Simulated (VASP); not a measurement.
# MnO (P6_3mc) in VASP: notebook

Runs on MnO. Level: PBE+U. Tasks: single point, relaxation of shape and atoms at fixed volume.

Everything below comes from runs of VASP 6.6.1. Logs are shortened: lines on timing, memory, paths and dates and some standing lists are left out, and cuts for length are marked.

### 1 The cell of the first run

The structure is hexagonal, space group P6_3mc (No. 186). The conventional cell has a = 3.458 Å, b = 3.458 Å, c = 5.119 Å, α = 90.00°, β = 90.00°, γ = 120.00°. Mn (site symmetry 3m) has 4 O at 2.05 to 2.09 Å within 2.7 Å. Within 2.7 Å of O (site symmetry 3m) lie 4 Mn at 2.05 to 2.09 Å.

### 2 Single point, PBE+U, collinear spin, ferromagnetic start

INCAR

```
SYSTEM = MnO
ALGO     = Normal         ! electronic algorithm
EDIFF    = 1E-6           ! SCF threshold, eV
ENCUT    = 520            ! plane-wave cutoff, eV
GGA      = PE             ! functional
ISIF     = 2              ! what is computed and relaxed
ISMEAR   = 0              ! smearing method
ISPIN    = 2              ! spin polarisation
LASPH    = .True.         ! aspherical terms in the spheres
LCHARG   = .False.        ! write CHGCAR
LDAU     = .True.         ! DFT+U
LDAUJ    = 0 0          
LDAUL    = 2 -1           ! shell
LDAUPRINT= 1            
LDAUTYPE = 2            
LDAUU    = 3.9 0          ! U, eV
LMAXMIX  = 4              ! l up to which the mixer works
LORBIT   = 11             ! projections on sites
LREAL    = .False.        ! projectors in reciprocal space
LWAVE    = .False.        ! write WAVECAR
MAGMOM   = 4.35 4.35 0 0  ! initial moments
NBANDS   = 31             ! bands
NELM     = 150            ! most SCF steps
PREC     = Accurate       ! precision mode
SIGMA    = 0.05           ! smearing width, eV
```

KPOINTS

```
k-points
0
Gamma
  8 8 4
  0 0 0
```

POSCAR

```
MnO
1.0
    3.4583733530      0.0000000001      0.0000000000
   -1.7291866766      2.9950391795      0.0000000000
    0.0000000000      0.0000000000      5.1189405163
Mn O
2 2
Direct
    0.3333333333      0.6666666667     -0.0107137029
    0.6666666667      0.3333333333      0.4892862971
    0.3333333333      0.6666666667      0.3971437029
    0.6666666667      0.3333333333      0.8971437029
```

Potentials or basis: VASP PAW PBE potentials, release 64 (Mn_pv, O).

The run is started by

```bash
$ cat potpaw_PBE.64/Mn_pv/POTCAR potpaw_PBE.64/O/POTCAR > POTCAR
$ mpirun -np 1 vasp_std > vasp.out
```

OUTCAR:

```text
SYSTEM = MnO
   EDIFF = 1E-6
   ENCUT = 520
   GGA = PE
   ISIF = 2
   ISMEAR = 0
   ISPIN = 2
   LASPH = .True.
   LORBIT = 11
   LREAL = .False.
   NELM = 150
   PREC = Accurate

 ion  position               nearest neighbor table
   1  0.333  0.667  0.989-   4 2.05   4 2.05   4 2.05   3 2.09
   2  0.667  0.333  0.489-   3 2.05   3 2.05   3 2.05   4 2.09
   3  0.333  0.667  0.397-   2 2.05   2 2.05   2 2.05   1 2.09
   4  0.667  0.333  0.897-   1 2.05   1 2.05   1 2.05   2 2.09

  LATTYP: Found a hexagonal cell.
 ALAT       =     3.4583733530
 C/A-ratio  =     1.4801584427

  Lattice vectors:

 A1 = (   3.4583733530,   0.0000000001,   0.0000000000)
 A2 = (  -1.7291866766,   2.9950391795,   0.0000000000)
 A3 = (   0.0000000000,   0.0000000000,   5.1189405163)

Analysis of symmetry for initial positions (statically):
=====================================================================
 Subroutine PRICEL returns:
 Original cell was already a primitive cell.

 Routine SETGRP: Setting up the symmetry group for a
 hexagonal supercell.

 Subroutine GETGRP returns: Found 12 space group operations
 (whereof  6 operations were pure point group operations)
 out of a pool of 24 trial point group operations.

The static configuration has the point symmetry C_3v.
 The point group associated with its full space group is C_6v.

Analysis of symmetry for dynamics (positions and initial velocities):
=====================================================================
 Subroutine PRICEL returns:
 Original cell was already a primitive cell.

 Routine SETGRP: Setting up the symmetry group for a
 hexagonal supercell.

 Subroutine GETGRP returns: Found 12 space group operations
 (whereof  6 operations were pure point group operations)
 out of a pool of 24 trial point group operations.

The dynamic configuration has the point symmetry C_3v.
 The point group associated with its full space group is C_6v.

Analysis of structural, dynamic, and magnetic symmetry:
=====================================================================
 Subroutine PRICEL returns:
 Original cell was already a primitive cell.

 Routine SETGRP: Setting up the symmetry group for a
 hexagonal supercell.

 Subroutine GETGRP returns: Found 12 space group operations
 (whereof  6 operations were pure point group operations)
 out of a pool of 24 trial point group operations.

The overall configuration has the point symmetry C_3v.
 The point group associated with its full space group is C_6v.

 Subroutine INISYM returns: Found 12 space group operations
 (whereof  6 operations are pure point group operations),
 and found     1 'primitive' translations

----------------------------------------------------------------------------------------

                                     Primitive cell

  volume of cell :      53.0218

  direct lattice vectors                    reciprocal lattice vectors
     3.458373353  0.000000000  0.000000000     0.289153280  0.166942724  0.000000000
    -1.729186677  2.995039179  0.000000000    -0.000000000  0.333885449  0.000000000
     0.000000000  0.000000000  5.118940516     0.000000000  0.000000000  0.195352924

  length of vectors
     3.458373353  3.458373353  5.118940516     0.333885449  0.333885449  0.195352924

  position of ions in fractional coordinates (direct lattice)
     0.333333333  0.666666667  0.989286297
     0.666666667  0.333333333  0.489286297
     0.333333333  0.666666667  0.397143703
     0.666666667  0.333333333  0.897143703

  ion indices of the primitive-cell ions
   primitive index   ion index
                 1           1
                 2           2
                 3           3
                 4           4

[... 100 lines left out ...]
   GGA     = PE    functional components
   LHFCALC =     F    Hartree Fock is set to
   AEXX    =    0.0000 exact exchange contribution
   IVDW    =     0    specifies the selected vdW correction
   LEPSILON=     F    determine dielectric tensor
   LRPA    =     F    only Hartree local field effects (RPA)
 spin polarized calculation
 Gauss-broadening in eV      SIGMA  =   0.05
  energy-cutoff  :      520.00
  volume of cell :       53.02
 maximum number of plane-waves:      1445
 NGX is ok and might be reduce to    28
   NGX = 13   NGY = 13   NGZ = 19

 number of electron      38.0000004 magnetization      10.0000161

atom =   1  type =  1  l = 2

 onsite density matrix

spin component  1

  0.9506  0.0000  0.0000  0.0016 -0.0000
  0.0000  0.9452  0.0000 -0.0000  0.0016
  0.0000  0.0000  0.9530  0.0000  0.0000
  0.0016 -0.0000  0.0000  0.9452 -0.0000
 -0.0000  0.0016  0.0000 -0.0000  0.9506

spin component  2

  0.0535  0.0000  0.0000  0.0141 -0.0000
  0.0000  0.0287  0.0000 -0.0000  0.0141
  0.0000  0.0000  0.0671  0.0000  0.0000
  0.0141 -0.0000  0.0000  0.0287 -0.0000
 -0.0000  0.0141  0.0000 -0.0000  0.0535

 occupancies and eigenvectors

  o =  0.0223  v =  0.0000  0.0000  0.0000  0.0000  0.0000  0.4111 -0.0747 -0.0000 -0.9079  0.0338      0.0000  0.0000  0.0000  0.0000  0.0000  0.0000  0.0000  0.0000  0.0000  0.0000
  o =  0.0223  v =  0.0000  0.0000  0.0000  0.0000  0.0000 -0.0338 -0.9079 -0.0000  0.0747  0.4111      0.0000  0.0000  0.0000  0.0000  0.0000  0.0000  0.0000  0.0000  0.0000  0.0000
  o =  0.0599  v =  0.0000  0.0000  0.0000  0.0000  0.0000  0.9079  0.0338 -0.0000  0.4111  0.0747      0.0000  0.0000  0.0000  0.0000  0.0000  0.0000  0.0000  0.0000  0.0000  0.0000
  o =  0.0599  v =  0.0000  0.0000  0.0000  0.0000  0.0000 -0.0747  0.4111 -0.0000 -0.0338  0.9079      0.0000  0.0000  0.0000  0.0000  0.0000  0.0000  0.0000  0.0000  0.0000  0.0000
  o =  0.0671  v =  0.0000  0.0000  0.0000  0.0000  0.0000  0.0000  0.0000  1.0000  0.0000  0.0000      0.0000  0.0000  0.0000  0.0000  0.0000  0.0000  0.0000  0.0000  0.0000  0.0000
  o =  0.9448  v =  0.2638 -0.0791 -0.0000 -0.9611  0.0217  0.0000  0.0000  0.0000  0.0000  0.0000      0.0000  0.0000  0.0000  0.0000  0.0000  0.0000  0.0000  0.0000  0.0000  0.0000
  o =  0.9448  v = -0.0217 -0.9611 -0.0000  0.0791  0.2638  0.0000  0.0000  0.0000  0.0000  0.0000      0.0000  0.0000  0.0000  0.0000  0.0000  0.0000  0.0000  0.0000  0.0000  0.0000
  o =  0.9511  v =  0.9611  0.0217 -0.0000  0.2638  0.0791  0.0000  0.0000  0.0000  0.0000  0.0000      0.0000  0.0000  0.0000  0.0000  0.0000  0.0000  0.0000  0.0000  0.0000  0.0000
  o =  0.9511  v = -0.0791  0.2638 -0.0000 -0.0217  0.9611  0.0000  0.0000  0.0000  0.0000  0.0000      0.0000  0.0000  0.0000  0.0000  0.0000  0.0000  0.0000  0.0000  0.0000  0.0000
  o =  0.9530  v =  0.0000  0.0000  1.0000  0.0000  0.0000  0.0000  0.0000  0.0000  0.0000  0.0000      0.0000  0.0000  0.0000  0.0000  0.0000  0.0000  0.0000  0.0000  0.0000  0.0000

atom =   2  type =  1  l = 2

 onsite density matrix

spin component  1

  0.9506 -0.0000  0.0000 -0.0016 -0.0000
 -0.0000  0.9452 -0.0000 -0.0000 -0.0016
  0.0000 -0.0000  0.9530 -0.0000  0.0000
 -0.0016 -0.0000 -0.0000  0.9452  0.0000
 -0.0000 -0.0016  0.0000  0.0000  0.9506

spin component  2

  0.0535 -0.0000  0.0000 -0.0141 -0.0000
 -0.0000  0.0287 -0.0000 -0.0000 -0.0141
  0.0000 -0.0000  0.0671 -0.0000  0.0000
 -0.0141 -0.0000 -0.0000  0.0287  0.0000
 -0.0000 -0.0141  0.0000  0.0000  0.0535

 occupancies and eigenvectors

  o =  0.0223  v =  0.0000  0.0000  0.0000  0.0000  0.0000  0.4111  0.0747 -0.0000  0.9079  0.0338      0.0000  0.0000  0.0000  0.0000  0.0000  0.0000  0.0000  0.0000  0.0000  0.0000
  o =  0.0223  v =  0.0000  0.0000  0.0000  0.0000  0.0000 -0.0338  0.9079 -0.0000 -0.0747  0.4111      0.0000  0.0000  0.0000  0.0000  0.0000  0.0000  0.0000  0.0000  0.0000  0.0000
  o =  0.0599  v =  0.0000  0.0000  0.0000  0.0000  0.0000  0.9079 -0.0338 -0.0000 -0.4111  0.0747      0.0000  0.0000  0.0000  0.0000  0.0000  0.0000  0.0000  0.0000  0.0000  0.0000
  o =  0.0599  v =  0.0000  0.0000  0.0000  0.0000  0.0000 -0.0747 -0.4111 -0.0000  0.0338  0.9079      0.0000  0.0000  0.0000  0.0000  0.0000  0.0000  0.0000  0.0000  0.0000  0.0000
  o =  0.0671  v =  0.0000  0.0000  0.0000  0.0000  0.0000  0.0000 -0.0000  1.0000 -0.0000  0.0000      0.0000  0.0000  0.0000  0.0000  0.0000  0.0000  0.0000  0.0000  0.0000  0.0000
  o =  0.9448  v =  0.2638  0.0791 -0.0000  0.9611  0.0217  0.0000  0.0000  0.0000  0.0000  0.0000      0.0000  0.0000  0.0000  0.0000  0.0000  0.0000  0.0000  0.0000  0.0000  0.0000
  o =  0.9448  v = -0.0217  0.9611 -0.0000 -0.0791  0.2638  0.0000  0.0000  0.0000  0.0000  0.0000      0.0000  0.0000  0.0000  0.0000  0.0000  0.0000  0.0000  0.0000  0.0000  0.0000
  o =  0.9511  v =  0.9611 -0.0217 -0.0000 -0.2638  0.0791  0.0000  0.0000  0.0000  0.0000  0.0000      0.0000  0.0000  0.0000  0.0000  0.0000  0.0000  0.0000  0.0000  0.0000  0.0000
  o =  0.9511  v = -0.0791 -0.2638 -0.0000  0.0217  0.9611  0.0000  0.0000  0.0000  0.0000  0.0000      0.0000  0.0000  0.0000  0.0000  0.0000  0.0000  0.0000  0.0000  0.0000  0.0000
  o =  0.9530  v =  0.0000 -0.0000  1.0000 -0.0000  0.0000  0.0000  0.0000  0.0000  0.0000  0.0000      0.0000  0.0000  0.0000  0.0000  0.0000  0.0000  0.0000  0.0000  0.0000  0.0000

 number of electron      38.0000004 magnetization       9.9999739

 Free energy of the ion-electron system (eV)
  ---------------------------------------------------
  ext. energy  EPLUGINS =         0.00000000
  ---------------------------------------------------
  free energy    TOTEN  =       -30.75222155 eV

  energy without entropy =      -30.75210798  energy(sigma->0) =      -30.75216476

 E-fermi :   5.2108     XC(G=0): -10.5382

 val. band max:        5.2104983630   @ k =   0.0000   0.0000   0.0000
 cond. band min:       5.7405928279   @ k =   0.1250   0.0000   0.0000
 fundamental gap:      0.5300944649
 Fermi energy:         5.2108378252

 spin component 1

 k-point     1 :       0.0000    0.0000    0.0000
  band No.  band energies     occupation
      1     -44.6632      1.00000
      2     -44.6223      1.00000
      3     -44.5947      1.00000
      4     -44.5947      1.00000
      5     -44.5863      1.00000
      6     -44.5863      1.00000
[... 1625 lines left out ...]
     30      17.8902      0.00000
     31      18.8757      0.00000

 [... further k-points ...]

------------------------ aborting loop because EDIFF is reached ----------------------------------------

  FORCE on cell =-STRESS in cart. coord.  units (eV):
  Direction    XX          YY          ZZ          XY          YZ          ZX
  --------------------------------------------------------------------------------------
  -------------------------------------------------------------------------------------
  Total        2.9579682      2.9579682      2.7610728     -0.0000000      0.0000000      0.0000000
  in kB       89.3819082     89.3819082     83.4322520     -0.0000000      0.0000000      0.0000000
  external PRESSURE =      87.3986895 kB  Pullay stress =       0.0000000 kB

 VOLUME and BASIS-vectors are now :
 -----------------------------------------------------------------------------
  energy-cutoff  :      520.00
  volume of cell :       53.02
      direct lattice vectors                 reciprocal lattice vectors
     3.458373353  0.000000000  0.000000000     0.289153280  0.166942724  0.000000000
    -1.729186677  2.995039179  0.000000000    -0.000000000  0.333885449  0.000000000
     0.000000000  0.000000000  5.118940516     0.000000000  0.000000000  0.195352924

 POSITION                                       TOTAL-FORCE (eV/Angst)
 -----------------------------------------------------------------------------------
     -0.00000      1.99669      5.06410        -0.000000     -0.000000     -0.034835
      1.72919      0.99835      2.50463         0.000000      0.000000     -0.034835
     -0.00000      1.99669      2.03295        -0.000000      0.000000      0.034835
      1.72919      0.99835      4.59243         0.000000     -0.000000      0.034835
 -----------------------------------------------------------------------------------
    total drift:                                0.000000      0.000001      0.001563

  FREE ENERGIE OF THE ION-ELECTRON SYSTEM (eV)
  ---------------------------------------------------
  free  energy   TOTEN  =       -30.7522215471 eV

  energy  without entropy=      -30.7521079809  energy(sigma->0) =      -30.75216476

 total charge

# of ion       s       p       d       tot
------------------------------------------
    1        0.238   6.224   4.955  11.417
    2        0.238   6.224   4.955  11.417
    3        1.553   3.479   0.000   5.031
    4        1.553   3.479   0.000   5.031
--------------------------------------------------
tot          3.582  19.404   9.910  32.896

 magnetization (x)

# of ion       s       p       d       tot
------------------------------------------
    1        0.037   0.053   4.503   4.593
    2        0.037   0.053   4.503   4.593
    3        0.014   0.104   0.000   0.118
    4        0.014   0.104   0.000   0.118
--------------------------------------------------
tot          0.102   0.313   9.007   9.422
```

Wall time 2.1 min (1 thread of AMD EPYC 7R43 (Zen 3), shared host); peak memory 0.19 GiB.

What came out:

```
Free energy                                           : -30.7522 eV
Pressure                                              : 8.7 GPa
Largest force                                         : 0.035 eV/Å
Band gap on the k mesh                                : zero (filled and empty bands touch)
Net moment                                            : 10.00 μB per cell
Site moments                                          : Mn +4.59; O +0.12 μB
Valence electrons inside the program's atomic spheres : Mn 11.42; O 5.03
```

Forces on the atoms (eV/Å):
```
Mn   0.000  0.000 -0.035
Mn   0.000  0.000 -0.035
O    0.000  0.000  0.035
O    0.000  0.000  0.035
```

Eigenvalues of the final occupation matrices:
```csv
site,spin,trace,eigenvalues
site 1 d,1,4.74,0.94 0.94 0.95 0.95 0.95
site 1 d,2,0.23,0.02 0.02 0.06 0.06 0.07
site 2 d,1,4.74,0.94 0.94 0.95 0.95 0.95
site 2 d,2,0.23,0.02 0.02 0.06 0.06 0.07
```

Caveat: the cell stands under pressure; the run started ferromagnetic, and an antiferromagnetic order may lie lower in energy. The state reached can hang on the start; a lower one may exist.

[end of part 1 of 2]

The gap in the log of VASP goes by the Fermi energy; the results here count the filled bands.